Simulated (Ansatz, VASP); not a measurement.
Ga: VASP beside Ansatz

The input POSCAR:

```
Ga
1.0
   -1.4040000000      1.4040000000      2.2624350000
    1.4040000000     -1.4040000000      2.2624350000
    1.4040000000      1.4040000000     -2.2624350000
Ga
1
Direct
    0.0000000000      0.0000000000      0.0000000000
```

Contents of INCAR.step1:

```
SYSTEM = Ga
ALGO = Normal
EDIFF = 1E-4
ENCUT = 520
GGA = PE
ISMEAR = 0
LASPH = .TRUE.
LCHARG = .FALSE.
LREAL = .FALSE.
LWAVE = .TRUE.
NBANDS = 12
NELM = 100
PREC = Accurate
SIGMA = 0.15
```

INCAR.step2

```
SYSTEM = Ga
ALGO = Normal
EDIFF = 1E-7
ENCUT = 520
ISIF = 2
ISMEAR = 0
ISTART = 1
LASPH = .TRUE.
LCHARG = .TRUE.
LELF = .TRUE.
LMIXTAU = .TRUE.
LREAL = .FALSE.
LVHAR = .TRUE.
LWAVE = .FALSE.
METAGGA = R2SCAN
NBANDS = 12
NELM = 100
PREC = Accurate
SIGMA = 0.15
```

The input KPOINTS:

```
k-points
0
G
  24 24 24
  0 0 0
```

Input for Ansatz:

```yaml
crystal:
  lattice:
    - [-1.404, 1.404, 2.262435]
    - [1.404, -1.404, 2.262435]
    - [1.404, 1.404, -2.262435]
  atoms:
    - { symbol: Ga, position: [0.0, 0.0, 0.0] }
basis:
  ecutwfc: 500
kpoints:
  mp_grid: { grid: [24, 24, 24] }
hamiltonian:
  xc: r2scan
scf:
  occupations: { method: gaussian, width: 0.15 }
output:
  forces: true
  stress: true
  eigenvalues: true
```

Change from the starting cell: strain +0.000 along x and y, +0.015 along z, atoms carried along.

Alike in both runs: task single point; functional r2SCAN; k mesh 24 × 24 × 24; occupations gaussian, width 0.15 eV; no spin polarisation.

|  | VASP | Ansatz |
| --- | --- | --- |
| version | VASP 6.6.1 | Ansatz 0.2.0 |
| potentials or method | VASP PAW PBE potentials, release 64 (Ga_d), cutoff 520 eV | scalar-relativistic, plane waves, PAW |
| valence electrons in the cell | 13 | 13 |

```tsv
	VASP	Ansatz	Ansatz less VASP
gap on the k mesh at the Fermi level (eV)	none	none	-
pressure (GPa)	0.0	0.0	+0.01
traceless stress, the component that is largest in VASP (GPa)	0.22	0.26	+0.045
```

VASP's potentials were made for PBE, not for r2SCAN. A gap of «none» marks a metal or a gap that the smearing closes.
